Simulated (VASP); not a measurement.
## HfB2: single point with PBEsol

Crystal: HfB2.

```
Hf B
1.0
     3.14000    0.00000    0.00000
    -1.57000    2.71932    0.00000
     0.00000    0.00000    3.48000
Hf B
1 2
Direct
  0.00000 0.00000 0.00000
  0.33333 0.66667 0.50000
  0.66667 0.33333 0.50000
```

```json
{"Program": "VASP 6.6.1", "Task": "single point", "Functional": "PBEsol", "Potentials or basis": "VASP PAW PBE potentials, release 64 (Hf_pv, B)", "Cutoff": "520 eV", "k mesh": "12 × 12 × 10", "Occupations": "methfessel-paxton, width 0.05 eV", "Spin": "no spin polarisation"}
```

The pressure is -4.5 GPa. The band gap on the k mesh is zero (band 8 reaches 8.26 eV, above the bottom of band 9 at 6.97 eV).

Stress tensor (GPa, compression positive):
```
-4.08  0.00  0.00
 0.00 -4.08  0.00
 0.00  0.00 -5.30
```

Levels at points of the mesh, in eV from the Fermi level:
```csv
k point,band 6,band 7,band 8,band 9,band 10,band 11
"(0.00, 0.00, 0.00)",-3.04,-3.04,-2.90,3.84,3.84,4.51
"(0.50, 0.00, 0.00)",-4.28,-3.56,-3.04,1.99,2.55,5.43
"(0.00, 0.00, 0.50)",-1.31,-1.31,0.14,0.14,0.82,0.82
"(0.50, 0.00, 0.50)",-5.11,-4.87,-2.80,3.88,3.97,6.10
```

Wall time 19 s on 1 thread of Intel(R) Xeon(R) 6975P-C (Granite Rapids), on a shared host, peak memory 0.18 GiB.

Caveat: the PAW data sets were made with another functional, which shifts forces and pressure a little; spin-orbit coupling is left out, which moves the levels of the heavy elements.
